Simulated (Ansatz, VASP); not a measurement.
SiO2 in VASP and in Ansatz

Contents of INCAR:

```
PREC = Accurate ; ENCUT = 520
EDIFF = 1E-7 ; ISMEAR = -1
SIGMA = 0.02 ; LREAL = False
LASPH = True ; NELM = 80
ALGO = Normal ; ISIF = 2
LWAVE = False ; LCHARG = False
GGA = PE ; NBANDS = 25
```

KPOINTS

```
regular mesh
0
Gamma
  8 8 8
```

File POSCAR:

```
SiO2
1.0
   -2.3411961555      2.3411961555      3.4643437739
    2.3411961555     -2.3411961555      3.4643437739
    2.3411961555      2.3411961555     -3.4643437739
Si O
2 4
Direct
    0.0000000000      0.0000000000      0.0000000000
    0.7500000000      0.2500000000      0.5000000000
    1.0212153985      0.6250000000      0.8962153985
    0.3750000000      0.2712153985      0.3962153985
    0.7287846015      0.1250000000      0.1037846015
    0.8750000000     -0.0212153985      0.6037846015
```

Input for Ansatz:

```yaml
crystal:
  lattice:
    - [-2.3411961555, 2.3411961555, 3.4643437739]
    - [2.3411961555, -2.3411961555, 3.4643437739]
    - [2.3411961555, 2.3411961555, -3.4643437739]
  atoms:
    - { symbol: Si, position: [0.0, 0.0, 0.0] }
    - { symbol: Si, position: [0.75, 0.25, 0.5] }
    - { symbol: O, position: [1.0212153985, 0.625, 0.8962153985] }
    - { symbol: O, position: [0.375, 0.2712153985, 0.3962153985] }
    - { symbol: O, position: [0.7287846015, 0.125, 0.1037846015] }
    - { symbol: O, position: [0.875, -0.0212153985, 0.6037846015] }
kpoints:
  mp_grid: { grid: [8, 8, 8] }
  band_path:
    path:
      - [0.0, 0.0, 0.0]
      - [0.0, 0.0, 0.5]
      - [0.25, 0.25, 0.25]
      - [0.0, 0.5, 0.0]
      - [0.5, 0.5, -0.5]
      - [0.3641756915, 0.6358243085, -0.3641756915]
      - [-0.3641756915, 0.3641756915, 0.3641756915]
      - [-0.2283513829, 0.2283513829, 0.5]
      - [0.5, 0.5, -0.2283513829]
      - [0.0, 0.375, 0.0]
    npoints: 1
hamiltonian:
  xc: pbe
scf:
  occupations: { method: fermi_dirac, width: 0.02 }
  n_extra_bands: 5
output:
  forces: true
  stress: true
  eigenvalues: true
```

Change from the starting cell: hydrostatic strain -5.3%.

Alike in both runs: task single point; functional PBE; k mesh 8 × 8 × 8; occupations fermi-dirac, width 0.02 eV; no spin polarisation.

|  | VASP | Ansatz |
| --- | --- | --- |
| version | VASP 6.6.1 | Ansatz 0.2.0 |
| potentials or method | VASP PAW PBE potentials, release 64 (Si, O) | plane waves, PAW |
| plane-wave cutoff (eV) | 520 | 420 |
| valence electrons in the cell | 32 | 32 |

VASP gave:

| Property | Result |
| --- | --- |
| gap on the k mesh at the Fermi level (eV) | 6.54 |
| pressure (GPa) | 11.5 |
| traceless stress, the component that is largest in VASP (GPa) | 1.45 |
| rms of the force components (eV/Å) | 0.186 |

Problem. Which values does Ansatz return?

Solution. gap on the k mesh at the Fermi level (eV): 6.54; pressure (GPa): 11.2; traceless stress, the component that is largest in VASP (GPa): 1.42; rms of the force components (eV/Å): 0.180.

Atom by atom the forces differ by 0.006 eV/Å (rms over components).
